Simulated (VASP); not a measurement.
Crystal: Mg3Se.

```
Mg Se
1.0
    -2.04751    3.10766    3.30416
     2.04751   -3.10766    3.30416
     2.04751    3.10766   -3.30416
Mg Se
3 1
Cartesian
  2.0475 1.9333 0.0000
  0.0000 1.1744 3.3042
  0.0000 3.1077 0.0000
  2.0475 0.0000 0.0000
```

* Program: VASP 6.6.1
* Task: relaxation of cell and atoms
* Functional: PBE
* Potentials or basis: VASP PAW PBE potentials, release 64 (Mg, Se)
* Cutoff: 600 eV
* k mesh: 6 × 6 × 6
* Occupations: gaussian, width 0.1 eV
* Spin: no spin polarisation

At the start: pressure 46.1 GPa; volume 21.02 Å³/atom.

Where does the relaxation end?

Over 43 steps the energy falls by 2130.2 meV/atom and the volume is 26.20 Å³/atom (+24.6 %); space group Immm (No. 71, to 0.05 Å).

The path:
| step | energy change (eV) | largest force (eV/Å) | pressure (GPa) | volume (Å³) |
| --- | --- | --- | --- | --- |
| 1 | 0.0000 | 5.2301 | 46.06 | 84.10 |
| 3 | -6.3687 | 2.7433 | 2.33 | 122.08 |
| 5 | -6.3927 | 2.4485 | 0.27 | 130.17 |
| 7 | -7.5677 | 0.6322 | -3.24 | 137.45 |
| 9 | -7.6708 | 0.2095 | -3.36 | 139.55 |
| 11 | -7.9039 | 0.2406 | -0.60 | 121.97 |
| 13 | -7.9796 | 0.1341 | 0.02 | 115.06 |
| 15 | -7.9913 | 0.2054 | -0.01 | 114.17 |
| 17 | -8.0081 | 0.1974 | -0.15 | 113.89 |
| 19 | -8.0322 | 0.2044 | 1.62 | 108.01 |
| 21 | -8.0363 | 0.1036 | 1.17 | 109.26 |
| 23 | -8.0625 | 0.1407 | 1.30 | 108.58 |
| 25 | -8.1826 | 0.4560 | 2.12 | 105.30 |
| 27 | -8.2235 | 0.9561 | 3.36 | 102.27 |
| 29 | -8.2305 | 1.1068 | 3.67 | 101.45 |
| 31 | -8.2618 | 1.3336 | 3.73 | 100.83 |
| 33 | -8.3394 | 1.0792 | 2.85 | 101.83 |
| 35 | -8.5048 | 0.2486 | -0.19 | 106.32 |
| 37 | -8.5090 | 0.1302 | -0.66 | 107.22 |
| 39 | -8.5166 | 0.1021 | -0.35 | 106.09 |
| 41 | -8.5201 | 0.0686 | 0.07 | 104.70 |
| 43 | -8.5207 | 0.0211 | -0.07 | 104.81 |

Final structure:
```
Mg Se
1.0
    -1.84015    5.50532    2.58658
     1.84015   -5.50532    2.58658
     1.84015    5.50532   -2.58658
Mg Se
3 1
Direct
  0.23223 0.50000 0.73223
  0.76777 0.50000 0.26777
  0.50000 0.00000 0.50000
  0.00000 0.50000 0.50000
```

Caveat: the volume moved by over 15 % at a fixed basis, so the end points are rough.
